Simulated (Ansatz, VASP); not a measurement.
Fe: VASP beside Ansatz

File INCAR:

```
SYSTEM = Fe
  PREC = Accurate
  ENCUT = 520
  EDIFF = 1E-6
  ISMEAR = -1
  SIGMA = 0.05
  LREAL = .FALSE.
  LASPH = .TRUE.
  NELM = 150
  ALGO = Normal
  ISIF = 2
  LWAVE = .FALSE.
  LCHARG = .FALSE.
  ISPIN = 2
  MAGMOM = 2.669 2.629 2.629
  LORBIT = 11
  LMAXMIX = 4
  GGA = RP
  NBANDS = 23
```

KPOINTS

```
regular mesh
0
G
  10 10 15
  0 0 0
```

Contents of POSCAR:

```
Fe
1.0
    4.0603869046      0.0000000000      0.0000000000
   -2.0301934523      3.5163982085      0.0000000000
    0.0000000000      0.0000000000      2.3202703849
Fe
3
Direct
    1.0000000000      0.0000000000      0.0000000000
    0.3333333333      0.6666666667      0.5000000000
    0.6666666667      0.3333333333      0.5000000000
```

Input for Ansatz:

```yaml
crystal:
  lattice:
    - [4.0603869046, 0.0, 0.0]
    - [-2.0301934523, 3.5163982085, 0.0]
    - [0.0, 0.0, 2.3202703849]
  atoms:
    - { symbol: Fe, position: [1.0, 0.0, 0.0], spin: 2.669 }
    - { symbol: Fe, position: [0.3333333333, 0.6666666667, 0.5], spin: 2.629 }
    - { symbol: Fe, position: [0.6666666667, 0.3333333333, 0.5], spin: 2.629 }
hamiltonian:
  xc: rpbe
  pseudopotentials:
    kind: paw
    azcp:
      Fe: "pseudopotentials/Fe.paw.azcp"
basis:
  ecutwfc: 420
  fft_grid_basis: typed
kpoints:
  mp_grid: { grid: [10, 10, 15], shift: [0, 0, 0] }
magnetization:
  spin_polarized: true
scf:
  occupations: { method: fermi_dirac, width: 0.05 }
  lower_state_search: "off"
output:
  stress: true
```

Alike in both runs: task single point; functional RPBE; k mesh 10 × 10 × 15; occupations fermi-dirac, width 0.05 eV; collinear spin.

|  | VASP | Ansatz |
| --- | --- | --- |
| version | VASP 6.6.1 | Ansatz 0.2.0 |
| potentials or method | VASP PAW PBE potentials, release 64 (Fe), cutoff 520 eV | plane waves (420 eV) with PAW, scalar-relativistic |
| valence electrons in the cell | 24 | 48 |

```csv
,VASP,Ansatz,Ansatz less VASP
pressure (GPa),20.9,21.3,+0.37
"traceless stress, the component that is largest in VASP (GPa)",-0.95,-0.54,+0.410
net moment per atom (μB),2.32,2.31,-0.010
size of the moment on the site where the two differ most (μB),2.47,2.48,+0.013
```

VASP's potentials were made for PBE, not for RPBE. Site moments also hang on the region over which each program counts them. The functional is the same, so the differences come from potentials, cutoffs and numerics. VASP's potentials hold 24 valence electrons a cell and Ansatz's 48, so a difference there can come from the potentials and not from the codes.
